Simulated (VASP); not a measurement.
Set up this calculation in VASP 6.6.1, as the native input.

```
Task                   : single point
Functional             : PBE
Dispersion             : D3(BJ)
Potentials or basis    : VASP PAW PBE potentials, release 64 (Mo_sv, S)
Cutoff                 : 520 eV
k mesh                 : 12 × 12 × 4
Occupations            : gaussian, width 0.05 eV
Spin                   : no spin polarisation
Dipole correction      : no
Further INCAR settings : ALGO = Normal; EDIFF = 1e-06; NBANDS = 35
```

The structure of MoS2 lies in POSCAR:

```
MoS2
1.0
    3.0864000000      0.0000000000      0.0000000000
   -1.5432000000      2.6729008062      0.0000000000
    0.0000000000      0.0000000000     11.6603000000
Mo S
2 4
Direct
    0.6666666667      0.3333333333      0.2501439769
    0.3333333333      0.6666666667      0.7498560231
    0.3333333333      0.6666666667      0.3795985159
    0.6666666667      0.3333333333      0.8793132861
    0.3333333333      0.6666666667      0.1206867139
    0.6666666667      0.3333333333      0.6204014841
```

One way to write it, as run:

INCAR

```
SYSTEM = MoS2
  PREC = Accurate
  ENCUT = 520
  EDIFF = 1E-6
  ISMEAR = 0
  SIGMA = 0.05
  LREAL = .FALSE.
  LASPH = .TRUE.
  NELM = 60
  ALGO = Normal
  ISIF = 2
  LWAVE = .FALSE.
  LCHARG = .TRUE.
  GGA = PE
  IVDW = 12
  LELF = .TRUE.
  LVHAR = .TRUE.
  NBANDS = 35
```

KPOINTS

```
Automatic mesh
0
G
  12 12 4
  0 0 0
```

Potentials or basis: VASP PAW PBE potentials, release 64 (Mo_sv, S).

Command:

```console
$ cat potpaw_PBE.64/Mo_sv/POTCAR potpaw_PBE.64/S/POTCAR > POTCAR
$ mpirun -np 1 vasp_std > vasp.out
```

Results of the run:

```json
{
 "Pressure": "14.2 GPa",
 "Largest force": "1.580 eV/Å",
 "Band gap on the k mesh": "0.64 eV (least direct gap 1.79 eV)",
 "Dispersion energy per atom": "-0.473 eV"
}
```

Caveat: the cell stands under pressure; semilocal functionals underestimate gaps, and a narrow one can read as zero; forces of over 1 eV/Å act on the atoms, so gaps and moduli don't describe the material at rest.

Run time: 100 s on 1 thread of Intel(R) Xeon(R) 6975P-C (Granite Rapids), with other jobs on the host, peak memory 0.34 GiB.
